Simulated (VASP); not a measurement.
# Ag (Fm-3m) in VASP: notebook

Ag is run at these levels: r2SCAN; tasks: single point.

All numbers are computed with VASP 6.6.1; they aren't measurements. Logs are shortened: lines on timing, memory, paths and dates and some standing lists are left out, and cuts for length are marked.

## 1. The cell of the first run

It takes space group Fm-3m (No. 225, cubic). Conventional cell: a = 4.104 Å, b = 4.104 Å, c = 4.104 Å, α = 90.00°, β = 90.00°, γ = 90.00°. Ag (site symmetry m-3m) has 12 Ag at 2.90 Å within 3.8 Å.

## 2. Single point, r2SCAN

POSCAR

```
Ag
1.0
    0.0000000000      2.0519023311      2.0519023311
    2.0519023311      0.0000000000      2.0519023311
    2.0519023311      2.0519023311      0.0000000000
Ag
1
Direct
    0.0000000000      0.0000000000      0.0000000000
```

INCAR.step1

```
SYSTEM = Ag
ALGO = Normal
EDIFF = 1E-4
ENCUT = 520
GGA = PE
ISMEAR = -1
LASPH = .True.
LCHARG = .False.
LREAL = .False.
LWAVE = .True.
NBANDS = 12
NELM = 80
PREC = Accurate
SIGMA = 0.3
```

INCAR.step2

```
SYSTEM = Ag
ALGO = Normal
EDIFF = 1E-6
ENCUT = 520
ISIF = 2
ISMEAR = -1
ISTART = 1
LASPH = .True.
LCHARG = .False.
LMIXTAU = .True.
LREAL = .False.
LWAVE = .False.
METAGGA = R2SCAN
NBANDS = 12
NELM = 80
PREC = Accurate
SIGMA = 0.3
```

KPOINTS

```
k-points
0
Gamma
  13 13 13
  0 0 0
```

Potentials or basis: VASP PAW PBE potentials, release 64 (Ag).

Command:

```bash
cat potpaw_PBE.64/Ag/POTCAR > POTCAR
cp INCAR.step1 INCAR
mpirun -np 1 vasp_std > vasp.out
cp INCAR.step2 INCAR
mpirun -np 1 vasp_std > vasp.out
```

OUTCAR:

```text
SYSTEM = Ag
   EDIFF = 1E-6
   ENCUT = 520
   ISIF = 2
   ISMEAR = -1
   ISTART = 1
   LASPH = .True.
   LREAL = .False.
   METAGGA = R2SCAN
   NELM = 80
   PREC = Accurate

 ion  position               nearest neighbor table
   1  0.000  0.000  0.000-

  LATTYP: Found a face centered cubic cell.
 ALAT       =     4.1038046622

  Lattice vectors:

 A1 = (   0.0000000000,   2.0519023311,   2.0519023311)
 A2 = (   2.0519023311,   0.0000000000,   2.0519023311)
 A3 = (   2.0519023311,   2.0519023311,   0.0000000000)

Analysis of symmetry for initial positions (statically):
=====================================================================
 Subroutine PRICEL returns:
 Original cell was already a primitive cell.

 Routine SETGRP: Setting up the symmetry group for a
 face centered cubic supercell.

 Subroutine GETGRP returns: Found 48 space group operations
 (whereof 48 operations were pure point group operations)
 out of a pool of 48 trial point group operations.

The static configuration has the point symmetry O_h .

Analysis of symmetry for dynamics (positions and initial velocities):
=====================================================================
 Subroutine PRICEL returns:
 Original cell was already a primitive cell.

 Routine SETGRP: Setting up the symmetry group for a
 face centered cubic supercell.

 Subroutine GETGRP returns: Found 48 space group operations
 (whereof 48 operations were pure point group operations)
 out of a pool of 48 trial point group operations.

The dynamic configuration has the point symmetry O_h .

 Subroutine INISYM returns: Found 48 space group operations
 (whereof 48 operations are pure point group operations),
 and found     1 'primitive' translations

----------------------------------------------------------------------------------------

                                     Primitive cell

  volume of cell :      17.2783

  direct lattice vectors                    reciprocal lattice vectors
     0.000000000  2.051902331  2.051902331    -0.243676316  0.243676316  0.243676316
     2.051902331  0.000000000  2.051902331     0.243676316 -0.243676316  0.243676316
     2.051902331  2.051902331  0.000000000     0.243676316  0.243676316 -0.243676316

  length of vectors
     2.901828105  2.901828105  2.901828105     0.422059759  0.422059759  0.422059759

  position of ions in fractional coordinates (direct lattice)
     0.000000000  0.000000000  0.000000000

  ion indices of the primitive-cell ions
   primitive index   ion index
                 1           1

----------------------------------------------------------------------------------------

 KPOINTS: k-points

Automatic generation of k-mesh.
 Grid dimensions read from file:
 generate k-points for:   13   13   13

 Generating k-lattice:

  Cartesian coordinates                     Fractional coordinates (reciprocal lattice)
    -0.018744332  0.018744332  0.018744332     0.076923077  0.000000000  0.000000000
     0.018744332 -0.018744332  0.018744332     0.000000000  0.076923077  0.000000000
     0.018744332  0.018744332 -0.018744332     0.000000000  0.000000000  0.076923077

  Length of vectors
     0.032466135  0.032466135  0.032466135

  Shift w.r.t. Gamma in fractional coordinates (k-lattice)
     0.000000000  0.000000000  0.000000000

 Subroutine IBZKPT returns following result:
 ===========================================

 Found     84 irreducible k-points:

 Following reciprocal coordinates:
            Coordinates               Weight
  0.000000  0.000000  0.000000      1.000000
  0.076923  0.000000  0.000000      8.000000
  0.153846  0.000000  0.000000      8.000000
  0.230769  0.000000  0.000000      8.000000
  0.307692  0.000000  0.000000      8.000000
  0.384615  0.000000  0.000000      8.000000
[... 16 lines left out ...]
  0.384615  0.153846  0.000000     24.000000
  0.461538  0.153846  0.000000     24.000000
 [... further k-points ...]
   k-points           NKPTS =     84   k-points in BZ     NKDIM =     84   number of bands    NBANDS=     12
   number of dos      NEDOS =    301   number of ions     NIONS =      1
   total plane-waves  NPLWV =  13824
   dimension x,y,z NGX =    24 NGY =   24 NGZ =   24
   dimension x,y,z NGXF=    48 NGYF=   48 NGZF=   48
   ions per type =               1
   NGX,Y,Z   is equivalent  to a cutoff of  13.75, 13.75, 13.75 a.u.
   NGXF,Y,Z  is equivalent  to a cutoff of  27.50, 27.50, 27.50 a.u.
 SYSTEM =  Ag
   PREC   = accura    normal or accurate (medium, high low for compatibility)
   ISTART =      1    job   : 0-new  1-cont  2-samecut
   ICHARG =      0    charge: 1-file 2-atom 10-const
   ISPIN  =      1    spin polarized calculation?
   LNONCOLLINEAR =      F non collinear calculations
   LSORBIT =      F    spin-orbit coupling
   LASPH  =      T    aspherical Exc in radial PAW
   ENCUT  =  520.0 eV  38.22 Ry    6.18 a.u.   5.40  5.40  5.40*2*pi/ulx,y,z
   NELM   =     80;   NELMIN=  2; NELMDL=  0     # of ELM steps
   EDIFF  = 0.1E-05   stopping-criterion for ELM
   LREAL  =      F    real-space projection
   EDIFFG = 0.1E-04   stopping-criterion for IOM
   NSW    =      0    number of steps for IOM
   IBRION =     -1    ionic relax: 0-MD 1-quasi-New 2-CG
   NFREE  =      0    steps in history (QN), initial steepest desc. (CG)
   ISIF   =      2    stress and relaxation
   ISYM   =      2    0-nonsym 1-usesym 2-fastsym
   POTIM  = 0.5000    time-step for ionic-motion
   TEBEG  =    0.0;   TEEND  =   0.0 temperature during run
   PSTRESS=    0.0 pullay stress
   NELECT =      11.0000    total number of electrons
   NUPDOWN=      -1.0000    fix difference up-down
   EMIN   =  10.00;   EMAX   =-10.00  energy-range for DOS
   EFERMI =   0.00;   METHOD = LEGACY
   ISMEAR =    -1;   SIGMA  =   0.30  broadening in eV -4-tet -1-fermi 0-gaus
   EFERMI_NEDOS =   21; number of points for ismear=-14 and -15
   IALGO  =     38    algorithm
   IMIX   =      4    mixing-type and parameters
     AMIX     =   0.40;   BMIX     =  1.00
     AMIX_MAG =   1.60;   BMIX_MAG =  1.00
  volume/ion in A,a.u.               =      17.28       116.60
  Fermi-wavevector in a.u.,A,eV,Ry     =   1.408334  2.661366 26.985864  1.983405
  Thomas-Fermi vector in A             =   2.530502
   LORBIT       =      0    0 simple, 1 ext, 2 COOP (PROOUT), +10 PAW based schemes
   METAGGA = R2SCAN    functional components
   LHFCALC =     F    Hartree Fock is set to
   AEXX    =    0.0000 exact exchange contribution
   IVDW    =     0    specifies the selected vdW correction
   LEPSILON=     F    determine dielectric tensor
   LRPA    =     F    only Hartree local field effects (RPA)
 non-spin polarized calculation
  energy-cutoff  :      520.00
  volume of cell :       17.28
 maximum number of plane-waves:       487
 NGX is ok and might be reduce to    24
   NGX = 11   NGY = 11   NGZ = 11

 number of electron      10.9999999 magnetization

 Free energy of the ion-electron system (eV)
  ---------------------------------------------------
  ext. energy  EPLUGINS =         0.00000000
  ---------------------------------------------------
  free energy    TOTEN  =       -21.39507101 eV

  energy without entropy =      -21.32091269  energy(sigma->0) =      -21.35799185

 E-fermi :   8.3110     XC(G=0): -12.8774

 val. band max:        8.1883836556   @ k =   0.4615   0.2308   0.0000
 cond. band min:       8.3850566665   @ k =  -0.4615   0.0769   0.0000
 fundamental gap:      0.1966730109
 Fermi energy:         8.3109651003

 k-point     1 :       0.0000    0.0000    0.0000
  band No.  band energies     occupation
      1       0.3901      2.00000
      2       3.1548      2.00000
      3       3.1548      2.00000
      4       3.1548      2.00000
      5       4.1746      2.00000
      6       4.1746      2.00000
      7      24.8676      0.00000
      8      28.5151      0.00000
      9      28.5151      0.00000
     10      28.5151      0.00000
     11      33.4456      0.00000
     12      34.4046      0.00000

 k-point     2 :       0.0769    0.0000    0.0000
  band No.  band energies     occupation
      1       0.5781      2.00000
      2       3.1148      2.00000
      3       3.2051      2.00000
      4       3.2051      2.00000
      5       4.1564      2.00000
      6       4.1564      2.00000
      7      24.8513      0.00000
      8      27.0448      0.00000
      9      28.5729      0.00000
     10      28.5729      0.00000
     11      33.2119      0.00000
     12      34.2146      0.00000

 k-point     3 :       0.1538    0.0000    0.0000
  band No.  band energies     occupation
      1       1.0892      2.00000
      2       3.0635      2.00000
      3       3.3140      2.00000
      4       3.3140      2.00000
      5       4.1436      2.00000
      6       4.1436      2.00000
      7      23.4188      0.00000
      8      25.8176      0.00000
      9      28.6643      0.00000
     10      28.6643      0.00000
     11      32.0490      0.00000
     12      33.4918      0.00000
[... 286 lines left out ...]
 k-point    23 :       0.3846    0.1538    0.0000
  band No.  band energies     occupation
      1       2.0573      2.00000
      2       3.0551      2.00000
      3       3.4081      2.00000
      4       3.6145      2.00000
      5       4.8648      1.99998
      6       6.1632      1.99845
      7      16.8594      0.00000
      8      23.9872      0.00000
      9      24.1189      0.00000
     10      25.9101      0.00000
     11      32.9945      0.00000
     12      34.0902      0.00000

 k-point    24 :       0.4615    0.1538    0.0000
  band No.  band energies     occupation
      1       1.9737      2.00000
      2       2.9630      2.00000
      3       3.5200      2.00000
      4       3.8012      2.00000
      5       4.9955      1.99997
      6       7.8780      1.61788
      7      14.0747      0.00000
      8      22.9840      0.00000
      9      24.1871      0.00000
     10      25.3480      0.00000
     11      33.8699      0.00000
     12      33.9005      0.00000

 [... further k-points ...]
[... 5 lines left out ...]
  --------------------------------------------------------------------------------------
  -------------------------------------------------------------------------------------
  Total        0.0380478      0.0380478      0.0380478     -0.0000000     -0.0000000      0.0000000
  in kB        3.5280892      3.5280892      3.5280892     -0.0000000     -0.0000000      0.0000000
  external PRESSURE =       3.5280892 kB  Pullay stress =       0.0000000 kB

 VOLUME and BASIS-vectors are now :
 -----------------------------------------------------------------------------
  energy-cutoff  :      520.00
  volume of cell :       17.28
      direct lattice vectors                 reciprocal lattice vectors
     0.000000000  2.051902331  2.051902331    -0.243676316  0.243676316  0.243676316
     2.051902331  0.000000000  2.051902331     0.243676316 -0.243676316  0.243676316
     2.051902331  2.051902331  0.000000000     0.243676316  0.243676316 -0.243676316

 POSITION                                       TOTAL-FORCE (eV/Angst)
 -----------------------------------------------------------------------------------
      0.00000      0.00000      0.00000        -0.000000      0.000000      0.000000
 -----------------------------------------------------------------------------------
    total drift:                               -0.000000      0.000000     -0.000000

  FREE ENERGIE OF THE ION-ELECTRON SYSTEM (eV)
  ---------------------------------------------------
  free  energy   TOTEN  =       -21.3950710083 eV

  energy  without entropy=      -21.3209126852  energy(sigma->0) =      -21.35799185
```

Wall time 52 s (1 thread of Intel Xeon 8259CL, shared host); peak memory 0.15 GiB.

What came out:

* Free energy: -21.3951 eV
* Pressure: 0.4 GPa

Levels at points of the mesh, in eV from the Fermi level:
| k point | band 3 | band 4 | band 5 | band 6 | band 7 | band 8 | band 9 | band 10 |
| --- | --- | --- | --- | --- | --- | --- | --- | --- |
| (0.00, 0.00, 0.00) | -5.16 | -5.16 | -4.14 | -4.14 | 16.56 | 20.20 | 20.20 | 20.20 |

Caveat: the PAW data sets were made with another functional, which shifts forces and pressure a little.

## 3. Single point, r2SCAN

POSCAR is that of step 2.

INCAR.step1

```
SYSTEM = Ag
PREC = Accurate
ENCUT = 520
ISMEAR = -1
SIGMA = 0.6
LREAL = .False.
LASPH = .True.
NELM = 60
NBANDS = 12
GGA = PE
ALGO = Normal
EDIFF = 1E-4
LWAVE = .True.
LCHARG = .False.
```

INCAR.step2

```
SYSTEM = Ag
PREC = Accurate
ENCUT = 520
EDIFF = 1E-7
ISMEAR = -1
SIGMA = 0.6
LREAL = .False.
LASPH = .True.
NELM = 60
ALGO = Normal
ISIF = 2
LWAVE = .False.
LCHARG = .False.
METAGGA = R2SCAN
LMIXTAU = .True.
NBANDS = 12
ISTART = 1
```

KPOINTS

```
regular mesh
0
Gamma
  13 13 13
  0 0 0
```

Potentials or basis: VASP PAW PBE potentials, release 64 (Ag).

Command:

```bash
cat potpaw_PBE.64/Ag/POTCAR > POTCAR
cp INCAR.step1 INCAR
mpirun -np 1 vasp_std > vasp.out
cp INCAR.step2 INCAR
mpirun -np 1 vasp_std > vasp.out
```

OUTCAR:

```text
SYSTEM = Ag
   PREC = Accurate
   ENCUT = 520
   EDIFF = 1E-7
   ISMEAR = -1
   LREAL = .False.
   LASPH = .True.
   NELM = 60
   ISIF = 2
   METAGGA = R2SCAN
   ISTART = 1

 ion  position               nearest neighbor table
   1  0.000  0.000  0.000-

  LATTYP: Found a face centered cubic cell.
 ALAT       =     4.1038046622

  Lattice vectors:

 A1 = (   0.0000000000,   2.0519023311,   2.0519023311)
 A2 = (   2.0519023311,   0.0000000000,   2.0519023311)
 A3 = (   2.0519023311,   2.0519023311,   0.0000000000)
[... 529 lines left out ...]
      3       3.4995      1.99932
      4       3.7825      1.99891
      5       4.9725      1.99209
      6       7.8676      1.33792
      7      14.0664      0.00013
      8      22.9796      0.00000
      9      24.1835      0.00000
     10      25.3442      0.00000
     11      33.8662      0.00000
     12      33.8976      0.00000

 [... further k-points ...]
[... 5 lines left out ...]
  --------------------------------------------------------------------------------------
  -------------------------------------------------------------------------------------
  Total        0.1124910      0.1124910      0.1124910      0.0000000      0.0000000      0.0000000
  in kB       10.4310611     10.4310611     10.4310611      0.0000000      0.0000000      0.0000000
  external PRESSURE =      10.4310611 kB  Pullay stress =       0.0000000 kB

 VOLUME and BASIS-vectors are now :
 -----------------------------------------------------------------------------
  energy-cutoff  :      520.00
  volume of cell :       17.28
      direct lattice vectors                 reciprocal lattice vectors
     0.000000000  2.051902331  2.051902331    -0.243676316  0.243676316  0.243676316
     2.051902331  0.000000000  2.051902331     0.243676316 -0.243676316  0.243676316
     2.051902331  2.051902331  0.000000000     0.243676316  0.243676316 -0.243676316

 POSITION                                       TOTAL-FORCE (eV/Angst)
 -----------------------------------------------------------------------------------
      0.00000      0.00000      0.00000         0.000000      0.000000      0.000000
 -----------------------------------------------------------------------------------
    total drift:                               -0.000000      0.000000      0.000000

  FREE ENERGIE OF THE ION-ELECTRON SYSTEM (eV)
  ---------------------------------------------------
  free  energy   TOTEN  =       -21.5092817230 eV

  energy  without entropy=      -21.1847440371  energy(sigma->0) =      -21.34701288
```

Run time: 48 s. Hardware: 1 thread of Intel Xeon 6975P-C, shared host; peak memory 0.15 GiB.

Results:

```
Free energy : -21.5093 eV
Pressure    : 1.0 GPa
```

Caveat: the PAW data sets were made with another functional, which shifts forces and pressure a little.

(Part 1 of 2 ends here.)
